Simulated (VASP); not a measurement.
# MgS (I4/mmm) in VASP: single point with PBEsol

Aim: the single point of MgS with PBEsol.

Everything below comes from runs of VASP 6.6.1. Logs are shortened: lines on timing, memory, paths and dates and some standing lists are left out, and cuts for length are marked.

## Step 1: The cell of the first run

The structure is tetragonal, space group I4/mmm (No. 139). The conventional cell has a = 3.719 Å, b = 3.719 Å, c = 4.871 Å, α = 90.00°, β = 90.00°, γ = 90.00°. Mg (site symmetry 4/mmm) has 6 S at 2.44 to 2.63 Å within 3.2 Å. S (site symmetry 4/mmm) has 6 Mg at 2.44 to 2.63 Å within 3.2 Å.

## Step 2: Single point, PBEsol

File INCAR:

```
SYSTEM = MgS
  ALGO = Normal
  EDIFF = 1E-6
  ENCUT = 520
  GGA = PS
  ISIF = 2
  ISMEAR = 0
  LASPH = .TRUE.
  LCHARG = .FALSE.
  LREAL = .FALSE.
  LWAVE = .FALSE.
  NBANDS = 16
  NELM = 100
  PREC = Accurate
  SIGMA = 0.02
```

File KPOINTS:

```
k-points
0
G
  6 6 6
  0 0 0
```

File POSCAR:

```
MgS
1.0
    2.6296449452      2.6296449452      0.0000000000
   -2.6296449452      2.6296449452      0.0000000000
    0.0000000000      0.0000000000      4.8710303833
Mg S
2 2
Direct
    0.0000000000      0.0000000000      0.0000000000
    0.5000000000      0.5000000000      0.5000000000
    0.5000000000      0.5000000000      0.0000000000
    0.0000000000      0.0000000000      0.5000000000
```

Potentials or basis: VASP PAW PBE potentials, release 64 (Mg, S).

On the command line:

```sh
$ cat potpaw_PBE.64/Mg/POTCAR potpaw_PBE.64/S/POTCAR > POTCAR
$ mpirun -np 1 vasp_std > vasp.out
```

OUTCAR:

```text
SYSTEM = MgS
   EDIFF = 1E-6
   ENCUT = 520
   GGA = PS
   ISIF = 2
   ISMEAR = 0
   LASPH = .TRUE.
   LREAL = .FALSE.
   NELM = 100
   PREC = Accurate

 ion  position               nearest neighbor table
   1  0.000  0.000  0.000-   4 2.44   4 2.44   3 2.63   3 2.63   3 2.63   3 2.63   2 3.58   2 3.58
                             2 3.58   2 3.58   2 3.58   2 3.58   2 3.58   2 3.58
   2  0.500  0.500  0.500-   3 2.44   3 2.44   4 2.63   4 2.63   4 2.63   4 2.63   1 3.58   1 3.58
                             1 3.58   1 3.58   1 3.58   1 3.58   1 3.58   1 3.58
   3  0.500  0.500  0.000-   2 2.44   2 2.44   1 2.63   1 2.63   1 2.63   1 2.63
   4  0.000  0.000  0.500-   1 2.44   1 2.44   2 2.63   2 2.63   2 2.63   2 2.63

  LATTYP: Found a simple tetragonal cell.
 ALAT       =     3.7188795457
 C/A-ratio  =     1.3098112814

  Lattice vectors:

 A1 = (   2.6296449452,   2.6296449452,   0.0000000000)
 A2 = (  -2.6296449452,   2.6296449452,   0.0000000000)
 A3 = (   0.0000000000,   0.0000000000,   4.8710303833)

Analysis of symmetry for initial positions (statically):
=====================================================================
 Subroutine PRICEL returns following result:

  LATTYP: Found a body centered tetragonal cell.
 ALAT       =     3.7188795457
 C/A-ratio  =     1.3098112814

  Lattice vectors:

 A1 = (   0.0000000000,  -2.6296449452,  -2.4355151916)
 A2 = (   0.0000000000,   2.6296449452,  -2.4355151916)
 A3 = (   2.6296449452,   0.0000000000,   2.4355151916)

   2 primitive cells build up your supercell.

 Routine SETGRP: Setting up the symmetry group for a
 simple tetragonal supercell.

 Subroutine GETGRP returns: Found 16 space group operations
 (whereof 16 operations were pure point group operations)
 out of a pool of 16 trial point group operations.

The static configuration has the point symmetry D_4h.

Analysis of symmetry for dynamics (positions and initial velocities):
=====================================================================
 Subroutine PRICEL returns following result:

  LATTYP: Found a body centered tetragonal cell.
 ALAT       =     3.7188795457
 C/A-ratio  =     1.3098112814

  Lattice vectors:

 A1 = (   0.0000000000,  -2.6296449452,  -2.4355151916)
 A2 = (   0.0000000000,   2.6296449452,  -2.4355151916)
 A3 = (   2.6296449452,   0.0000000000,   2.4355151916)

   2 primitive cells build up your supercell.

 Routine SETGRP: Setting up the symmetry group for a
 simple tetragonal supercell.

 Subroutine GETGRP returns: Found 16 space group operations
 (whereof 16 operations were pure point group operations)
 out of a pool of 16 trial point group operations.

The dynamic configuration has the point symmetry D_4h.

 Subroutine INISYM returns: Found 16 space group operations
 (whereof 16 operations are pure point group operations),
 and found     2 'primitive' translations

----------------------------------------------------------------------------------------

                                     Primitive cell

  volume of cell :      33.6833

  direct lattice vectors                    reciprocal lattice vectors
     0.000000000 -2.629644945 -2.435515192     0.190139738 -0.190139738 -0.205295373
     0.000000000  2.629644945 -2.435515192     0.190139738  0.190139738 -0.205295373
     2.629644945  0.000000000  2.435515192     0.380279475  0.000000000  0.000000000

  length of vectors
     3.584238662  3.584238662  3.584238662     0.338308188  0.338308188  0.380279475

  position of ions in fractional coordinates (direct lattice)
     0.000000000  0.000000000  0.000000000
     0.500000000  0.500000000  0.000000000

  ion indices of the primitive-cell ions
   primitive index   ion index
                 1           1
                 2           4

----------------------------------------------------------------------------------------

 KPOINTS: k-points

Automatic generation of k-mesh.
 Grid dimensions read from file:
 generate k-points for:    6    6    6

 Generating k-lattice:

  Cartesian coordinates                     Fractional coordinates (reciprocal lattice)
     0.031689956  0.031689956  0.000000000     0.166666667  0.000000000  0.000000000
    -0.031689956  0.031689956  0.000000000     0.000000000  0.166666667  0.000000000
     0.000000000  0.000000000  0.034215896     0.000000000  0.000000000  0.166666667

  Length of vectors
     0.044816366  0.044816366  0.034215896

  Shift w.r.t. Gamma in fractional coordinates (k-lattice)
     0.000000000  0.000000000  0.000000000

 Subroutine IBZKPT returns following result:
 ===========================================

 Found     40 irreducible k-points:

 Following reciprocal coordinates:
            Coordinates               Weight
  0.000000  0.000000  0.000000      1.000000
  0.166667  0.000000  0.000000      4.000000
  0.333333  0.000000  0.000000      4.000000
  0.500000  0.000000  0.000000      2.000000
  0.166667  0.166667  0.000000      4.000000
  0.333333  0.166667  0.000000      8.000000
[... 16 lines left out ...]
  0.333333  0.000000  0.333333      8.000000
  0.500000  0.000000  0.333333      4.000000
 [... further k-points ...]
   k-points           NKPTS =     40   k-points in BZ     NKDIM =     40   number of bands    NBANDS=     16
   number of dos      NEDOS =    301   number of ions     NIONS =      4
   total plane-waves  NPLWV =  28224
   dimension x,y,z NGX =    28 NGY =   28 NGZ =   36
   dimension x,y,z NGXF=    56 NGYF=   56 NGZF=   72
   ions per type =               2   2
   NGX,Y,Z   is equivalent  to a cutoff of  12.52, 12.52, 12.29 a.u.
   NGXF,Y,Z  is equivalent  to a cutoff of  25.03, 25.03, 24.57 a.u.
 SYSTEM =  MgS
   PREC   = accura    normal or accurate (medium, high low for compatibility)
   ISTART =      0    job   : 0-new  1-cont  2-samecut
   ICHARG =      2    charge: 1-file 2-atom 10-const
   ISPIN  =      1    spin polarized calculation?
   LNONCOLLINEAR =      F non collinear calculations
   LSORBIT =      F    spin-orbit coupling
   LASPH  =      T    aspherical Exc in radial PAW
   ENCUT  =  520.0 eV  38.22 Ry    6.18 a.u.   6.91  6.91  9.06*2*pi/ulx,y,z
   NELM   =    100;   NELMIN=  2; NELMDL= -5     # of ELM steps
   EDIFF  = 0.1E-05   stopping-criterion for ELM
   LREAL  =      F    real-space projection
   EDIFFG = 0.1E-04   stopping-criterion for IOM
   NSW    =      0    number of steps for IOM
   IBRION =     -1    ionic relax: 0-MD 1-quasi-New 2-CG
   NFREE  =      0    steps in history (QN), initial steepest desc. (CG)
   ISIF   =      2    stress and relaxation
   ISYM   =      2    0-nonsym 1-usesym 2-fastsym
   POTIM  = 0.5000    time-step for ionic-motion
   TEBEG  =    0.0;   TEEND  =   0.0 temperature during run
   PSTRESS=    0.0 pullay stress
   NELECT =      16.0000    total number of electrons
   NUPDOWN=      -1.0000    fix difference up-down
   EMIN   =  10.00;   EMAX   =-10.00  energy-range for DOS
   EFERMI =   0.00;   METHOD = LEGACY
   ISMEAR =     0;   SIGMA  =   0.02  broadening in eV -4-tet -1-fermi 0-gaus
   EFERMI_NEDOS =   21; number of points for ismear=-14 and -15
   IALGO  =     38    algorithm
   IMIX   =      4    mixing-type and parameters
     AMIX     =   0.40;   BMIX     =  1.00
     AMIX_MAG =   1.60;   BMIX_MAG =  1.00
  volume/ion in A,a.u.               =      16.84       113.65
  Fermi-wavevector in a.u.,A,eV,Ry     =   1.013833  1.915867 13.984851  1.027858
  Thomas-Fermi vector in A             =   2.147025
   LORBIT       =      0    0 simple, 1 ext, 2 COOP (PROOUT), +10 PAW based schemes
   GGA     = PS    functional components
   LHFCALC =     F    Hartree Fock is set to
   AEXX    =    0.0000 exact exchange contribution
   IVDW    =     0    specifies the selected vdW correction
   LEPSILON=     F    determine dielectric tensor
   LRPA    =     F    only Hartree local field effects (RPA)
 non-spin polarized calculation
 Gauss-broadening in eV      SIGMA  =   0.02
  energy-cutoff  :      520.00
  volume of cell :       67.37
 maximum number of plane-waves:      1852
 NGX is ok and might be reduce to    28
   NGX = 13   NGY = 13   NGZ = 19

 number of electron      16.0000000 magnetization

 Free energy of the ion-electron system (eV)
  ---------------------------------------------------
  ext. energy  EPLUGINS =         0.00000000
  ---------------------------------------------------
  free energy    TOTEN  =       -18.01543954 eV

  energy without entropy =      -18.01543954  energy(sigma->0) =      -18.01543954

 E-fermi :   4.2799     XC(G=0): -10.0143

 val. band max:        4.1913461814   @ k =   0.0000   0.0000   0.0000
 cond. band min:       6.6715131753   @ k =   0.0000   0.0000   0.0000
 fundamental gap:      2.4801669939
 Fermi energy:         4.2799479395

 k-point     1 :       0.0000    0.0000    0.0000
  band No.  band energies     occupation
      1      -8.8813      2.00000
      2      -6.8355      2.00000
      3      -0.3302      2.00000
      4       2.0198      2.00000
      5       2.0198      2.00000
      6       3.8201      2.00000
[... 8 lines left out ...]
     15      13.8791      0.00000
     16      14.9455      0.00000

 k-point     2 :       0.1667    0.0000    0.0000
  band No.  band energies     occupation
      1      -8.6993      2.00000
      2      -6.8659      2.00000
      3      -0.1137      2.00000
      4       1.2523      2.00000
      5       2.1795      2.00000
      6       3.1146      2.00000
[... 8 lines left out ...]
     15      12.8393      0.00000
     16      14.4166      0.00000

 k-point     3 :       0.3333    0.0000    0.0000
  band No.  band energies     occupation
      1      -8.2034      2.00000
      2      -7.0656      2.00000
      3       0.3828      2.00000
      4       0.5143      2.00000
      5       1.5120      2.00000
      6       2.5765      2.00000
[... 8 lines left out ...]
     15      12.8021      0.00000
     16      13.1183      0.00000
[... 362 lines left out ...]
 k-point    23 :       0.3333    0.0000    0.3333
  band No.  band energies     occupation
      1      -7.8933      2.00000
      2      -7.3067      2.00000
      3      -0.6841      2.00000
      4      -0.0002      2.00000
      5       2.4885      2.00000
      6       2.9028      2.00000
[... 8 lines left out ...]
     15      13.3164      0.00000
     16      13.7405      0.00000

 k-point    24 :       0.5000    0.0000    0.3333
  band No.  band energies     occupation
      1      -7.4686      2.00000
      2      -7.4686      2.00000
      3      -0.8187      2.00000
      4      -0.8187      2.00000
      5       3.1112      2.00000
      6       3.1112      2.00000
[... 8 lines left out ...]
     15      14.8699      0.00000
     16      14.8699      0.00000

 [... further k-points ...]

------------------------ aborting loop because EDIFF is reached ----------------------------------------

  FORCE on cell =-STRESS in cart. coord.  units (eV):
  Direction    XX          YY          ZZ          XY          YZ          ZX
  --------------------------------------------------------------------------------------
  -------------------------------------------------------------------------------------
  Total       -0.0789258     -0.0789258      4.7261303      0.0000000      0.0000000      0.0000000
  in kB       -1.8770870     -1.8770870    112.4012676      0.0000000      0.0000000      0.0000000
  external PRESSURE =      36.2156979 kB  Pullay stress =       0.0000000 kB

 VOLUME and BASIS-vectors are now :
 -----------------------------------------------------------------------------
  energy-cutoff  :      520.00
  volume of cell :       67.37
      direct lattice vectors                 reciprocal lattice vectors
     2.629644945  2.629644945  0.000000000     0.190139738  0.190139738  0.000000000
    -2.629644945  2.629644945  0.000000000    -0.190139738  0.190139738  0.000000000
     0.000000000  0.000000000  4.871030383     0.000000000  0.000000000  0.205295373

 POSITION                                       TOTAL-FORCE (eV/Angst)
 -----------------------------------------------------------------------------------
      0.00000      0.00000      0.00000        -0.000000      0.000000     -0.000000
      0.00000      2.62964      2.43552        -0.000000      0.000000      0.000000
      0.00000      2.62964      0.00000         0.000000      0.000000     -0.000000
      0.00000      0.00000      2.43552         0.000000     -0.000000     -0.000000
 -----------------------------------------------------------------------------------
    total drift:                               -0.000000      0.000000     -0.000000

  FREE ENERGIE OF THE ION-ELECTRON SYSTEM (eV)
  ---------------------------------------------------
  free  energy   TOTEN  =       -18.0154395372 eV

  energy  without entropy=      -18.0154395372  energy(sigma->0) =      -18.01543954
```

Run time: 24 s. Hardware: 1 thread of Intel Xeon 6975P-C, shared host; peak memory 0.19 GiB.

Results:

* Free energy: -18.0154 eV
* Pressure: 3.6 GPa
* Band gap on the k mesh: 2.48 eV

Caveat: the PAW data sets were made with another functional, which shifts forces and pressure a little. A k mesh can miss the band edges.
